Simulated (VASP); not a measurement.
GdZn, 4 atoms in the cell. Symmetry: Pm-3m, No. 221, cubic system. The conventional cell has a = 3.618 Å, b = 3.618 Å, c = 3.618 Å, α = 90.00°, β = 90.00°, γ = 90.00°. Within 4.1 Å of Gd (site symmetry m-3m) lie 8 Zn at 3.13 Å and 6 Gd at 3.62 Å. Within 4.1 Å of Zn (site symmetry m-3m) lie 8 Gd at 3.13 Å and 6 Zn at 3.62 Å. 

| Quantity | Value |
| --- | --- |
| Program | VASP 6.6.1 |
| Task | single point |
| Functional | LDA |
| Potentials or basis | VASP PAW PBE potentials, release 64 (Gd, Zn) |
| Cutoff | 520 eV |
| k mesh | 10 × 10 × 10 |
| Occupations | fermi-dirac, width 0.05 eV |
| Spin | collinear spin, ferromagnetic start |
| Starting moments | [7.0, 7.0, 0.0, 0.0] μB |
| Dipole correction | no |
| Further INCAR settings | ALGO = Normal; EDIFF = 1e-06; NBANDS = 42 |

Potentials or basis: VASP PAW PBE potentials, release 64 (Gd, Zn).

Command:

```bash
$ cat potpaw_PBE.64/Gd/POTCAR potpaw_PBE.64/Zn/POTCAR > POTCAR
$ mpirun -np 1 vasp_std > vasp.out
```

Hardware: 1 thread of Intel Xeon 8259CL, on a shared host.

Q: How long does it take, and how much memory?

A: Run time: 30 min on 1 thread of Intel Xeon 8259CL, with other jobs on the host, peak memory 0.43 GiB. Counts: scf iterations 34, k points 47.
